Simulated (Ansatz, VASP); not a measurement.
MgI2: VASP beside Ansatz

File INCAR:

```
PREC = Accurate
ENCUT = 520
EDIFF = 1E-7
ISMEAR = 0
SIGMA = 0.05
LREAL = False
LASPH = True
NELM = 100
ALGO = Normal
ISIF = 2
LWAVE = False
LCHARG = False
GGA = CA
NBANDS = 15
```

Contents of KPOINTS:

```
regular mesh
0
Gamma
  6 6 4
```

Contents of POSCAR:

```
MgI2
1.0
    4.1487106712      0.0000000000      0.0000000000
   -2.0743553356      3.5928888342      0.0000000000
    0.0000000000      0.0000000000      6.8054124713
Mg I
1 2
Direct
    0.0000000000      0.0000000000      0.0000000000
    0.3333333333      0.6666666667      0.7672995888
    0.6666666667      0.3333333333      0.2327004112
```

Input for Ansatz:

```yaml
crystal:
  lattice:
    - [4.1487106712, 0.0, 0.0]
    - [-2.0743553356, 3.5928888342, 0.0]
    - [0.0, 0.0, 6.8054124713]
  atoms:
    - { symbol: Mg, position: [0.0, 0.0, 0.0] }
    - { symbol: I, position: [0.3333333333, 0.6666666667, 0.7672995888] }
    - { symbol: I, position: [0.6666666667, 0.3333333333, 0.2327004112] }
basis:
  ecutwfc: 520.0
kpoints:
  mp_grid: { grid: [6, 6, 4] }
hamiltonian:
  xc: lda
scf:
  occupations: { method: gaussian, width: 0.05 }
output:
  forces: true
  stress: true
  eigenvalues: true
```

Alike in both runs: task single point; functional LDA; k mesh 6 × 6 × 4; occupations gaussian, width 0.05 eV; no spin polarisation.

```csv
,VASP,Ansatz
version,VASP 6.6.1,Ansatz 0.2.0
potentials or method,"VASP PAW LDA potentials, release 64 (Mg, I), cutoff 520 eV","scalar-relativistic, plane waves, PAW"
valence electrons in the cell,16,44
```

```csv
,VASP,Ansatz,Ansatz less VASP
gap on the k mesh at the Fermi level (eV),3.32,3.34,+0.018
least direct gap on the mesh (eV),3.51,3.50,-0.010
pressure (GPa),-0.1,0.0,+0.09
"traceless stress, the component that is largest in VASP (GPa)",0.87,0.85,-0.027
rms of the force components (eV/Å),0.134,0.138,+0.0042
```

LDA's correlation is that of Perdew and Zunger in VASP and of Perdew and Wang (1992) in Ansatz. Atom by atom the forces differ by 0.004 eV/Å (rms over components). VASP's potentials hold 16 valence electrons a cell and Ansatz's 44, so a difference there can come from the potentials and not from the codes.

Spin-orbit coupling is off throughout.
